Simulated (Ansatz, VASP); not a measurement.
**SnO2 in VASP and in Ansatz**

```xyz
6
Lattice="4.7598 0.0000 0.0000 0.0000 4.7601 0.0000 0.0000 0.0000 3.2007" Properties=species:S:1:pos:R:3 pbc="T T T"
Sn    2.6450    2.1148    1.6004
Sn    0.2651   -0.2652    0.0000
O     1.4558    1.4564    0.0000
O     3.8358    0.9237    1.6004
O     0.9241    3.8364    1.6004
O     3.3040    3.3037    0.0000
```

Change from the starting cell: all Sn atoms moved +0.375 Å, as atom 1 towards its neighbour atom 4 (O) at 2.059 Å.

Alike in both runs: task single point; functional r2SCAN; k mesh 6 × 6 × 8; occupations gaussian, width 0.05 eV; no spin polarisation.

```csv
,VASP,Ansatz
version,VASP 6.6.1,Ansatz 0.2.0
potentials or method,"VASP PAW PBE potentials, release 64 (Sn_d, O), cutoff 520 eV","scalar-relativistic, plane waves, PAW"
valence electrons in the cell,52,52
```

```csv
,VASP,Ansatz,Ansatz less VASP
gap on the k mesh at the Fermi level (eV),1.95,1.95,0.000
least direct gap on the mesh (eV),1.95,1.95,0.000
pressure (GPa),18.5,18.0,-0.48
"traceless stress, the component that is largest in VASP (GPa)",-23.59,-24.51,-0.921
rms of the force components (eV/Å),4.318,4.399,+0.0811
```

VASP's potentials were made for PBE, not for r2SCAN. Atom by atom the forces differ by 0.113 eV/Å (rms over components).
